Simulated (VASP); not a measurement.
# PbO (Cmmm) in VASP: further runs

PbO is run at these levels: PBE; tasks: single point.

All numbers are computed with VASP 6.6.1; they aren't measurements. Logs are shortened: lines on timing, memory, paths and dates and some standing lists are left out, and cuts for length are marked.

### 1 The cell of the first run

Symmetry: Cmmm, No. 65, orthorhombic system. The conventional cell has a = 6.131 Å, b = 10.574 Å, c = 8.286 Å, α = 90.00°, β = 90.00°, γ = 90.00°. Within 2.8 Å of Pb (site symmetry m2m) lie 2 O at 2.13 Å. Within 2.9 Å of O (site symmetry mm2) lie 2 Pb at 2.13 Å and 1 O at 2.83 Å.

The cell was generated, and may not be a known phase.

### 2 Single point, PBE

Contents of INCAR:

```
PREC = Accurate
ENCUT = 520
EDIFF = 1E-6
ISMEAR = 0
SIGMA = 0.02
LREAL = F
LASPH = T
NELM = 60
ALGO = Normal
ISIF = 2
LWAVE = F
LCHARG = F
GGA = PE
NBANDS = 28
```

Contents of KPOINTS:

```
Automatic mesh
0
Gamma
  8 8 6
```

Contents of POSCAR:

```
PbO
1.0
    3.0652862803     -5.2871286991      0.0000000000
    3.0652862803      5.2871286991      0.0000000000
    0.0000000000      0.0000000000      8.2860231105
Pb O
2 2
Direct
    0.8491978165      0.1508021835      0.5000000000
    0.1508021835      0.8491978165      0.5000000000
    0.0000000000      0.0000000000      0.3293383545
    0.0000000000      0.0000000000      0.6706616455
```

Potentials or basis: VASP PAW PBE potentials, release 64 (Pb_d, O).

Run with:

```sh
cat potpaw_PBE.64/Pb_d/POTCAR potpaw_PBE.64/O/POTCAR > POTCAR
mpirun -np 1 vasp_std > vasp.out
```

OUTCAR:

```text
PREC = Accurate
   ENCUT = 520
   EDIFF = 1E-6
   ISMEAR = 0
   LREAL = F
   LASPH = T
   NELM = 60
   ISIF = 2
   GGA = PE

 ion  position               nearest neighbor table
   1  0.849  0.151  0.500-   3 2.13   4 2.13   2 3.19   2 3.71   2 3.71
   2  0.151  0.849  0.500-   3 2.13   4 2.13   1 3.19   1 3.71   1 3.71
   3  0.000  0.000  0.329-   1 2.13   2 2.13
   4  0.000  0.000  0.671-   1 2.13   2 2.13

  LATTYP: Found a base centered orthorhombic cell.
 ALAT       =     6.1305725606
 B/A-ratio  =     1.7248401016
 C/A-ratio  =     1.3515904149

  Lattice vectors:

 A1 = (   3.0652862803,  -5.2871286991,   0.0000000000)
 A2 = (   3.0652862803,   5.2871286991,   0.0000000000)
 A3 = (   0.0000000000,   0.0000000000,   8.2860231105)

Analysis of symmetry for initial positions (statically):
=====================================================================
 Subroutine PRICEL returns:
 Original cell was already a primitive cell.

 Routine SETGRP: Setting up the symmetry group for a
 base centered orthorhombic supercell.

 Subroutine GETGRP returns: Found  8 space group operations
 (whereof  8 operations were pure point group operations)
 out of a pool of  8 trial point group operations.

The static configuration has the point symmetry D_2h.

Analysis of symmetry for dynamics (positions and initial velocities):
=====================================================================
 Subroutine PRICEL returns:
 Original cell was already a primitive cell.

 Routine SETGRP: Setting up the symmetry group for a
 base centered orthorhombic supercell.

 Subroutine GETGRP returns: Found  8 space group operations
 (whereof  8 operations were pure point group operations)
 out of a pool of  8 trial point group operations.

The dynamic configuration has the point symmetry D_2h.

 Subroutine INISYM returns: Found  8 space group operations
 (whereof  8 operations are pure point group operations),
 and found     1 'primitive' translations

----------------------------------------------------------------------------------------

                                     Primitive cell

  volume of cell :     268.5759

  direct lattice vectors                    reciprocal lattice vectors
     3.065286280 -5.287128699  0.000000000     0.163116901 -0.094569289  0.000000000
     3.065286280  5.287128699  0.000000000     0.163116901  0.094569289  0.000000000
     0.000000000  0.000000000  8.286023111     0.000000000  0.000000000  0.120685157

  length of vectors
[... 81 lines left out ...]
   LNONCOLLINEAR =      F non collinear calculations
   LSORBIT =      F    spin-orbit coupling
   LASPH  =      T    aspherical Exc in radial PAW
   ENCUT  =  520.0 eV  38.22 Ry    6.18 a.u.  11.36 11.36 15.41*2*pi/ulx,y,z
   NELM   =     60;   NELMIN=  2; NELMDL= -5     # of ELM steps
   EDIFF  = 0.1E-05   stopping-criterion for ELM
   LREAL  =      F    real-space projection
   EDIFFG = 0.1E-04   stopping-criterion for IOM
   NSW    =      0    number of steps for IOM
   IBRION =     -1    ionic relax: 0-MD 1-quasi-New 2-CG
   NFREE  =      0    steps in history (QN), initial steepest desc. (CG)
   ISIF   =      2    stress and relaxation
   ISYM   =      2    0-nonsym 1-usesym 2-fastsym
   POTIM  = 0.5000    time-step for ionic-motion
   TEBEG  =    0.0;   TEEND  =   0.0 temperature during run
   PSTRESS=    0.0 pullay stress
   NELECT =      40.0000    total number of electrons
   NUPDOWN=      -1.0000    fix difference up-down
   EMIN   =  10.00;   EMAX   =-10.00  energy-range for DOS
   EFERMI =   0.00;   METHOD = LEGACY
   ISMEAR =     0;   SIGMA  =   0.02  broadening in eV -4-tet -1-fermi 0-gaus
   EFERMI_NEDOS =   21; number of points for ismear=-14 and -15
   IALGO  =     38    algorithm
   IMIX   =      4    mixing-type and parameters
     AMIX     =   0.40;   BMIX     =  1.00
     AMIX_MAG =   1.60;   BMIX_MAG =  1.00
  volume/ion in A,a.u.               =      67.14       453.11
  Fermi-wavevector in a.u.,A,eV,Ry     =   0.867772  1.639852 10.245580  0.753029
  Thomas-Fermi vector in A             =   1.986355
   LORBIT       =      0    0 simple, 1 ext, 2 COOP (PROOUT), +10 PAW based schemes
   GGA     = PE    functional components
   LHFCALC =     F    Hartree Fock is set to
   AEXX    =    0.0000 exact exchange contribution
   IVDW    =     0    specifies the selected vdW correction
   LEPSILON=     F    determine dielectric tensor
   LRPA    =     F    only Hartree local field effects (RPA)
 non-spin polarized calculation
 Gauss-broadening in eV      SIGMA  =   0.02
  energy-cutoff  :      520.00
  volume of cell :      268.58
 maximum number of plane-waves:      7262
 NGX is ok and might be reduce to    48
   NGX = 23   NGY = 23   NGZ = 31

 number of electron      40.0000005 magnetization

 Free energy of the ion-electron system (eV)
  ---------------------------------------------------
  ext. energy  EPLUGINS =         0.00000000
  ---------------------------------------------------
  free energy    TOTEN  =       -19.07254879 eV

  energy without entropy =      -19.07254879  energy(sigma->0) =      -19.07254879

 E-fermi :  -2.5683     XC(G=0):  -4.4105

 val. band max:       -2.7170217193   @ k =   0.0000   0.0000   0.5000
 cond. band min:      -1.8321883799   @ k =   0.0000   0.0000   0.0000
 fundamental gap:      0.8848333394
 Fermi energy:        -2.5682980256

 k-point     1 :       0.0000    0.0000    0.0000
  band No.  band energies     occupation
      1     -20.2063      2.00000
      2     -20.1443      2.00000
      3     -18.6872      2.00000
      4     -18.6180      2.00000
      5     -18.6111      2.00000
      6     -18.5689      2.00000
[... 733 lines left out ...]
     27       3.7513      0.00000
     28       4.8308      0.00000

 [... further k-points ...]
[... 5 lines left out ...]
  --------------------------------------------------------------------------------------
  -------------------------------------------------------------------------------------
  Total       -0.1037577      0.1145674      0.1418810      0.0000000      0.0000000      0.0000000
  in kB       -0.6189621      0.6834464      0.8463843      0.0000000      0.0000000      0.0000000
  external PRESSURE =       0.3036229 kB  Pullay stress =       0.0000000 kB

 VOLUME and BASIS-vectors are now :
 -----------------------------------------------------------------------------
  energy-cutoff  :      520.00
  volume of cell :      268.58
      direct lattice vectors                 reciprocal lattice vectors
     3.065286280 -5.287128699  0.000000000     0.163116901 -0.094569289  0.000000000
     3.065286280  5.287128699  0.000000000     0.163116901  0.094569289  0.000000000
     0.000000000  0.000000000  8.286023111     0.000000000  0.000000000  0.120685157

 POSITION                                       TOTAL-FORCE (eV/Angst)
 -----------------------------------------------------------------------------------
      3.06529     -3.69251      4.14301        -0.000000      0.065740      0.000000
      3.06529      3.69251      4.14301        -0.000000     -0.065740      0.000000
      0.00000      0.00000      2.72891         0.000000      0.000000     -0.053575
      0.00000      0.00000      5.55712        -0.000000      0.000000      0.053575
 -----------------------------------------------------------------------------------
    total drift:                                0.000000     -0.000000      0.000000

  FREE ENERGIE OF THE ION-ELECTRON SYSTEM (eV)
  ---------------------------------------------------
  free  energy   TOTEN  =       -19.0725487858 eV

  energy  without entropy=      -19.0725487858  energy(sigma->0) =      -19.07254879
```

Wall time 28 min (1 thread of Intel Xeon 8259CL, shared host); peak memory 0.75 GiB.

Results:

```
Free energy            : -19.0725 eV
Pressure               : 0.0 GPa
Largest force          : 0.066 eV/Å
Band gap on the k mesh : 0.88 eV
```

Forces in eV/Å, atoms in the order of the input:
```
Pb   0.000  0.066  0.000
Pb   0.000 -0.066  0.000
O    0.000  0.000 -0.054
O    0.000  0.000  0.054
```

Stress tensor (GPa, compression positive):
```
-0.06  0.00  0.00
 0.00  0.07  0.00
 0.00  0.00  0.08
```

Levels at points of the mesh, in eV from the valence-band top:
```csv
k point,band 18,band 19,band 20,band 21,band 22,band 23
"(0.00, 0.00, 0.00)",-0.64,-0.42,0.00,0.88,2.64,4.67
"(0.50, 0.00, 0.00)",-0.66,-0.62,-0.41,2.52,3.02,3.55
"(0.50, 0.50, 0.00)",-1.04,-0.65,-0.40,1.79,3.53,4.27
"(0.00, 0.00, 0.50)",-0.64,-0.44,0.00,0.89,2.51,4.67
"(0.50, 0.00, 0.50)",-0.67,-0.62,-0.43,2.53,3.02,3.45
"(0.50, 0.50, 0.50)",-1.04,-0.65,-0.42,1.79,3.59,4.15
```

Caveat: spin-orbit coupling is left out, which moves the levels of the heavy elements.

### 3 Single point, PBE

This run uses another cell than the first one, of 50.56 Å³/atom.

Contents of INCAR:

```
SYSTEM = PbO
ALGO = Normal
EDIFF = 1E-6
ENCUT = 520
GGA = PE
ISIF = 2
ISMEAR = 0
LASPH = .True.
LCHARG = .False.
LREAL = .False.
LWAVE = .False.
NBANDS = 28
NELM = 80
PREC = Accurate
SIGMA = 0.1
```

Contents of KPOINTS:

```
k-points
0
Gamma
  4 4 4
  0 0 0
```

Contents of POSCAR:

```
PbO
1.0
    6.9216899824      0.0000000000      0.0000000000
    0.0000000000      3.5856251216      4.0745010165
    0.0000000000     -3.5856251216      4.0745010165
Pb O
2 2
Direct
    0.5000000000      0.1116091556      0.1116091556
    0.5000000000      0.7200967246      0.7200967246
    0.2951449328      0.9158533747      0.9158533747
    0.7048550672      0.9158533747      0.9158533747
```

Potentials or basis: VASP PAW PBE potentials, release 64 (Pb_d, O).

Run with:

```sh
cat potpaw_PBE.64/Pb_d/POTCAR potpaw_PBE.64/O/POTCAR > POTCAR
mpirun -np 1 vasp_std > vasp.out
```

Wall time 77 s (1 thread of Intel Xeon Platinum 8488C (Sapphire Rapids), shared host); peak memory 0.33 GiB.

Results (log left out):

```yaml
Free_energy: -18.9586 eV
Pressure: 0.2 GPa
Largest_force: 0.037 eV/Å
Band_gap_on_the_k_mesh: 0.49 eV (least direct gap 0.50 eV)
```

Forces in eV/Å, atoms in the order of the input:
```
Pb   0.000  0.000  0.037
Pb   0.000  0.000 -0.037
O   -0.034  0.000  0.000
O    0.034  0.000  0.000
```

Stress tensor (GPa, compression positive):
```
0.21 0.00 0.00
0.00 0.03 0.00
0.00 0.00 0.32
```

Levels at points of the mesh, in eV from the valence-band top:
```csv
k point,band 16,band 17,band 18,band 19,band 20,band 21,band 22,band 23,band 24,band 25
"(0.00, 0.00, 0.00)",-1.74,-1.26,-0.47,-0.14,-0.01,0.49,2.98,5.57,5.84,6.03
"(0.50, 0.00, 0.00)",-1.63,-1.25,-0.49,-0.29,0.00,0.50,2.59,5.87,6.03,6.61
"(0.00, 0.50, 0.00)",-1.71,-1.53,-0.49,-0.39,-0.13,2.74,3.46,4.00,4.93,5.18
"(0.50, 0.50, 0.00)",-1.70,-1.44,-0.52,-0.38,-0.28,2.75,3.47,3.70,4.73,5.15
"(0.00, 0.50, 0.50)",-2.15,-1.47,-0.50,-0.41,-0.12,1.57,3.53,4.85,5.16,6.11
"(0.50, 0.50, 0.50)",-2.13,-1.40,-0.53,-0.40,-0.27,1.58,3.69,4.59,4.90,6.11
```

Caveat: spin-orbit coupling is left out, which moves the levels of the heavy elements.

### 4 Single point, PBE

Contents of INCAR:

```
PREC = Accurate ; ENCUT = 520
EDIFF = 1E-6 ; ISMEAR = 0
SIGMA = 0.02 ; LREAL = False
LASPH = True ; NELM = 60
ALGO = Normal ; ISIF = 2
LWAVE = False ; LCHARG = False
GGA = PE ; NBANDS = 28
```

Contents of KPOINTS:

```
regular mesh
0
Gamma
  6 6 4
```

Contents of POSCAR:

```
PbO
1.0
    3.0652862803     -5.2871286991      0.0000000000
    3.0652862803      5.2871286991      0.0000000000
    0.0000000000      0.0000000000      8.2860231105
Pb O
2 2
Direct
    0.8491978165      0.1508021835      0.5000000000
    0.1508021835      0.8491978165      0.5000000000
    0.0000000000      0.0000000000      0.3293383545
    0.0000000000      0.0000000000      0.6706616455
```

Run with:

```sh
cat potpaw_PBE.64/Pb_d/POTCAR potpaw_PBE.64/O/POTCAR > POTCAR
mpirun -np 1 vasp_std > vasp.out
```

Run time: 4.3 min. Hardware: 1 thread of Intel Xeon Platinum 8488C (Sapphire Rapids), shared host; peak memory 0.54 GiB.

It converged, with:

```
Free energy            : -19.0723 eV
Pressure               : 0.0 GPa
Largest force          : 0.065 eV/Å
Band gap on the k mesh : 0.88 eV
```

Forces on the atoms (eV/Å):
```
Pb   0.000  0.065  0.000
Pb   0.000 -0.065  0.000
O    0.000  0.000 -0.054
O    0.000  0.000  0.054
```

Stress tensor (GPa, compression positive):
```
-0.06  0.00  0.00
 0.00  0.07  0.00
 0.00  0.00  0.09
```

Levels at points of the mesh, in eV from the valence-band top:
| k point | band 16 | band 17 | band 18 | band 19 | band 20 | band 21 | band 22 | band 23 | band 24 | band 25 |
| --- | --- | --- | --- | --- | --- | --- | --- | --- | --- | --- |
| (0.00, 0.00, 0.00) | -2.08 | -1.53 | -0.64 | -0.42 | 0.00 | 0.88 | 2.64 | 4.67 | 4.98 | 5.20 |
| (0.50, 0.00, 0.00) | -1.89 | -1.88 | -0.66 | -0.62 | -0.41 | 2.52 | 3.02 | 3.55 | 4.97 | 5.73 |
| (0.50, 0.50, 0.00) | -1.94 | -1.21 | -1.04 | -0.65 | -0.40 | 1.79 | 3.53 | 4.27 | 4.55 | 4.85 |
| (0.00, 0.00, 0.50) | -2.06 | -1.52 | -0.64 | -0.44 | 0.00 | 0.89 | 2.51 | 4.67 | 5.21 | 5.56 |
| (0.50, 0.00, 0.50) | -1.89 | -1.87 | -0.67 | -0.62 | -0.43 | 2.53 | 3.02 | 3.45 | 4.80 | 5.86 |
| (0.50, 0.50, 0.50) | -1.94 | -1.20 | -1.04 | -0.65 | -0.42 | 1.79 | 3.59 | 4.15 | 4.55 | 4.77 |

Caveat: spin-orbit coupling is left out, which moves the levels of the heavy elements.

### 5 The runs side by side

| cell | k mesh | smearing | gap on the mesh (eV) | pressure (GPa) | largest force (eV/Å) |
| --- | --- | --- | --- | --- | --- |
| a = 6.111, b = 6.111, c = 8.286 Å, angles 90.0, 90.0, 119.8°, 4 atoms, atomic positions A | 8 × 8 × 6 | gaussian 0.02 eV | 0.88 | 0.0 | 0.07 |
| a = 6.922, b = 5.428, c = 5.428 Å, angles 82.7, 90.0, 90.0°, 4 atoms, atomic positions B | 4 × 4 × 4 | gaussian 0.1 eV | 0.49 | 0.2 | 0.04 |
| a = 6.111, b = 6.111, c = 8.286 Å, angles 90.0, 90.0, 119.8°, 4 atoms, atomic positions A | 6 × 6 × 4 | gaussian 0.02 eV | 0.88 | 0.0 | 0.06 |

Alike in all rows: task single point; level PBE; potentials or basis VASP PAW PBE potentials, release 64 (Pb_d, O); no spin polarisation; cutoff (eV) 520.

Caveats: spin-orbit coupling is left out, which moves the levels of the heavy elements.

Total energies depend on the potentials used, so only differences within one code and one set of settings carry meaning.
